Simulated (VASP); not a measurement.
# Al3Cu (P4/mmm) in VASP: further runs

Runs on Al3Cu. Level: PBEsol. Tasks: single point.

All numbers are computed with VASP 6.6.1; they aren't measurements. Logs are shortened: lines on timing, memory, paths and dates and some standing lists are left out, and cuts for length are marked.

## 1. The cell of the first run

Symmetry: P4/mmm, No. 123, tetragonal system. The conventional cell has a = 3.892 Å, b = 3.892 Å, c = 4.184 Å, α = 90.00°, β = 90.00°, γ = 90.00°. Within 3.6 Å of Al (site symmetry 4/mmm) lie 4 Cu at 2.75 Å and 8 Al at 2.86 Å. Al (site symmetry mmm) has 8 Al at 2.75 to 2.86 Å and 4 Cu at 2.86 Å within 3.6 Å. Cu (site symmetry 4/mmm) has 12 Al at 2.75 to 2.86 Å within 3.6 Å.

## 2. Single point, PBEsol (strain +0.0750 x Voigt [1, 0, 0, 0, 0, 0])

File INCAR:

```
SYSTEM = Al3Cu
PREC     = Accurate       ! precision mode
ENCUT    = 520            ! plane-wave cutoff, eV
EDIFF    = 1E-6           ! SCF threshold, eV
ISMEAR   = 0              ! smearing method
SIGMA    = 0.15           ! smearing width, eV
LREAL    = .FALSE.        ! projectors in reciprocal space
LASPH    = .TRUE.         ! aspherical terms in the spheres
NELM     = 100            ! most SCF steps
ALGO     = Fast           ! electronic algorithm
ISIF     = 2              ! what is computed and relaxed
LWAVE    = .FALSE.        ! write WAVECAR
LCHARG   = .FALSE.        ! write CHGCAR
GGA      = PS             ! functional
NBANDS   = 18             ! bands
```

File KPOINTS:

```
regular mesh
0
G
  12 12 12
  0 0 0
```

File POSCAR:

```
Al3Cu
1.0
    4.1842803113      0.0000000000      0.0000000000
    0.0000000000      3.8923537780      0.0000000000
    0.0000000000      0.0000000000      3.8923537780
Al Cu
3 1
Direct
    0.0000000000      0.5000000000      0.5000000000
    0.5000000000      0.0000000000      0.5000000000
    0.5000000000      0.5000000000      0.0000000000
    0.0000000000      0.0000000000      0.0000000000
```

Potentials or basis: VASP PAW PBE potentials, release 64 (Al, Cu).

Started as:

```bash
> cat potpaw_PBE.64/Al/POTCAR potpaw_PBE.64/Cu/POTCAR > POTCAR
> mpirun -np 1 vasp_std > vasp.out
```

OUTCAR:

```text
SYSTEM = Al3Cu
   PREC = Accurate
   ENCUT = 520
   EDIFF = 1E-6
   ISMEAR = 0
   LREAL = .FALSE.
   LASPH = .TRUE.
   NELM = 100
   ISIF = 2
   GGA = PS

 ion  position               nearest neighbor table
   1  0.000  0.500  0.500-   4 2.75   4 2.75   4 2.75   4 2.75   3 2.86   2 2.86   2 2.86   3 2.86
                             2 2.86   3 2.86   3 2.86   2 2.86
   2  0.500  0.000  0.500-   3 2.75   3 2.75   3 2.75   3 2.75   4 2.86   1 2.86   4 2.86   1 2.86
                             1 2.86   4 2.86   4 2.86   1 2.86
   3  0.500  0.500  0.000-   2 2.75   2 2.75   2 2.75   2 2.75   1 2.86   4 2.86   4 2.86   1 2.86
                             1 2.86   4 2.86   1 2.86   4 2.86
   4  0.000  0.000  0.000-   1 2.75   1 2.75   1 2.75   1 2.75   2 2.86   3 2.86   3 2.86   2 2.86
                             2 2.86   3 2.86   2 2.86   3 2.86

  LATTYP: Found a simple tetragonal cell.
 ALAT       =     3.8923537780
 C/A-ratio  =     1.0750000000

  Lattice vectors:

 A1 = (   0.0000000000,   3.8923537780,   0.0000000000)
 A2 = (   0.0000000000,   0.0000000000,   3.8923537780)
 A3 = (   4.1842803113,   0.0000000000,   0.0000000000)

Analysis of symmetry for initial positions (statically):
=====================================================================
 Subroutine PRICEL returns:
 Original cell was already a primitive cell.

 Routine SETGRP: Setting up the symmetry group for a
 simple tetragonal supercell.

 Subroutine GETGRP returns: Found 16 space group operations
 (whereof 16 operations were pure point group operations)
 out of a pool of 16 trial point group operations.

The static configuration has the point symmetry D_4h.

Analysis of symmetry for dynamics (positions and initial velocities):
=====================================================================
 Subroutine PRICEL returns:
 Original cell was already a primitive cell.

 Routine SETGRP: Setting up the symmetry group for a
 simple tetragonal supercell.

 Subroutine GETGRP returns: Found 16 space group operations
 (whereof 16 operations were pure point group operations)
 out of a pool of 16 trial point group operations.

The dynamic configuration has the point symmetry D_4h.

 Subroutine INISYM returns: Found 16 space group operations
 (whereof 16 operations are pure point group operations),
 and found     1 'primitive' translations

----------------------------------------------------------------------------------------

                                     Primitive cell

  volume of cell :      63.3936

  direct lattice vectors                    reciprocal lattice vectors
     4.184280311  0.000000000  0.000000000     0.238989725  0.000000000  0.000000000
[... 92 lines left out ...]
   EDIFFG = 0.1E-04   stopping-criterion for IOM
   NSW    =      0    number of steps for IOM
   IBRION =     -1    ionic relax: 0-MD 1-quasi-New 2-CG
   NFREE  =      0    steps in history (QN), initial steepest desc. (CG)
   ISIF   =      2    stress and relaxation
   ISYM   =      2    0-nonsym 1-usesym 2-fastsym
   POTIM  = 0.5000    time-step for ionic-motion
   TEBEG  =    0.0;   TEEND  =   0.0 temperature during run
   PSTRESS=    0.0 pullay stress
   NELECT =      20.0000    total number of electrons
   NUPDOWN=      -1.0000    fix difference up-down
   EMIN   =  10.00;   EMAX   =-10.00  energy-range for DOS
   EFERMI =   0.00;   METHOD = LEGACY
   ISMEAR =     0;   SIGMA  =   0.15  broadening in eV -4-tet -1-fermi 0-gaus
   EFERMI_NEDOS =   21; number of points for ismear=-14 and -15
   IALGO  =     68    algorithm
   IMIX   =      4    mixing-type and parameters
     AMIX     =   0.40;   BMIX     =  1.00
     AMIX_MAG =   1.60;   BMIX_MAG =  1.00
  volume/ion in A,a.u.               =      15.85       106.95
  Fermi-wavevector in a.u.,A,eV,Ry     =   1.114473  2.106049 16.899129  1.242051
  Thomas-Fermi vector in A             =   2.251069
   LORBIT       =      0    0 simple, 1 ext, 2 COOP (PROOUT), +10 PAW based schemes
   GGA     = PS    functional components
   LHFCALC =     F    Hartree Fock is set to
   AEXX    =    0.0000 exact exchange contribution
   IVDW    =     0    specifies the selected vdW correction
   LEPSILON=     F    determine dielectric tensor
   LRPA    =     F    only Hartree local field effects (RPA)
 non-spin polarized calculation
 RMM-DIIS sequential band-by-band and
 Gauss-broadening in eV      SIGMA  =   0.15
  energy-cutoff  :      520.00
  volume of cell :       63.39
 maximum number of plane-waves:      1732
 NGX is ok and might be reduce to    32
   NGX = 15   NGY = 15   NGZ = 15

 number of electron      20.0000003 magnetization

 Free energy of the ion-electron system (eV)
  ---------------------------------------------------
  ext. energy  EPLUGINS =         0.00000000
  ---------------------------------------------------
  free energy    TOTEN  =       -16.57154143 eV

  energy without entropy =      -16.55114272  energy(sigma->0) =      -16.56134208

 E-fermi :   7.5764     XC(G=0): -10.6353

 val. band max:        7.5707355823   @ k =   0.5000   0.5000   0.1667
 cond. band min:       7.5817495574   @ k =   0.5000   0.2500   0.0833
 fundamental gap:      0.0110139751
 Fermi energy:         7.5764365200

 k-point     1 :       0.0000    0.0000    0.0000
  band No.  band energies     occupation
      1      -3.1410      2.00000
      2       3.4410      2.00000
      3       3.6604      2.00000
      4       4.2453      2.00000
      5       4.2652      2.00000
      6       4.2652      2.00000
[... 481 lines left out ...]
      5       4.0543      2.00000
      6       4.2231      2.00000
[... 10 lines left out ...]
     17      13.6564      0.00000
     18      13.8607      0.00000

 [... further k-points ...]
[... 5 lines left out ...]
  --------------------------------------------------------------------------------------
  -------------------------------------------------------------------------------------
  Total       -3.8367312     -1.3938677     -1.3938677     -0.0000000      0.0000000     -0.0000000
  in kB      -96.9675826    -35.2279010    -35.2279010     -0.0000000      0.0000000     -0.0000000
  external PRESSURE =     -55.8077949 kB  Pullay stress =       0.0000000 kB

 VOLUME and BASIS-vectors are now :
 -----------------------------------------------------------------------------
  energy-cutoff  :      520.00
  volume of cell :       63.39
      direct lattice vectors                 reciprocal lattice vectors
     4.184280311  0.000000000  0.000000000     0.238989725  0.000000000  0.000000000
     0.000000000  3.892353778  0.000000000     0.000000000  0.256913954  0.000000000
     0.000000000  0.000000000  3.892353778     0.000000000  0.000000000  0.256913954

 POSITION                                       TOTAL-FORCE (eV/Angst)
 -----------------------------------------------------------------------------------
      0.00000      1.94618      1.94618         0.000000      0.000000      0.000000
      2.09214      0.00000      1.94618         0.000000      0.000000      0.000000
      2.09214      1.94618      0.00000         0.000000      0.000000      0.000000
      0.00000      0.00000      0.00000         0.000000      0.000000      0.000000
 -----------------------------------------------------------------------------------
    total drift:                                0.000000      0.000000      0.000000

  FREE ENERGIE OF THE ION-ELECTRON SYSTEM (eV)
  ---------------------------------------------------
  free  energy   TOTEN  =       -16.5715414332 eV

  energy  without entropy=      -16.5511427245  energy(sigma->0) =      -16.56134208
```

Run time: 5.2 min. Hardware: 1 thread of Intel Xeon 8259CL, shared host; peak memory 0.33 GiB.

What came out:

| Property | Result |
| --- | --- |
| Free energy | -16.5715 eV |
| Pressure | -5.6 GPa |
| Band gap on the k mesh | zero (bands 10 and 11 overlap by 3.55 eV) |

Levels at points of the mesh, in eV from the Fermi level:
```
           k point  band 7  band 8  band 9  band 10  band 11  band 12  band 13  band 14
(0.00, 0.00, 0.00)   -2.89   -1.85   -1.85    -0.84     0.38     0.84     5.92     5.92
(0.50, 0.00, 0.00)   -3.21    0.41    0.41     0.59     0.59     1.09     1.94     2.70
(0.00, 0.50, 0.00)   -3.10   -0.20   -0.05     0.32     0.79     0.80     1.68     1.95
(0.50, 0.50, 0.00)   -3.19   -3.06   -2.84     1.65     2.95     3.29     3.69     3.95
(0.00, 0.50, 0.50)   -3.10   -3.01   -2.87     0.97     2.55     2.55     2.88     2.88
(0.50, 0.50, 0.50)   -3.64   -3.17   -3.10    -2.23    -1.90    -1.90    -1.74    10.74
```

Caveat: the cell differs from its parent crystal (strain +0.0750 x Voigt [1, 0, 0, 0, 0, 0]); the cell stands under tension; the PAW data sets were made with another functional, which shifts forces and pressure a little.

(Part 1 of 2 ends here.)
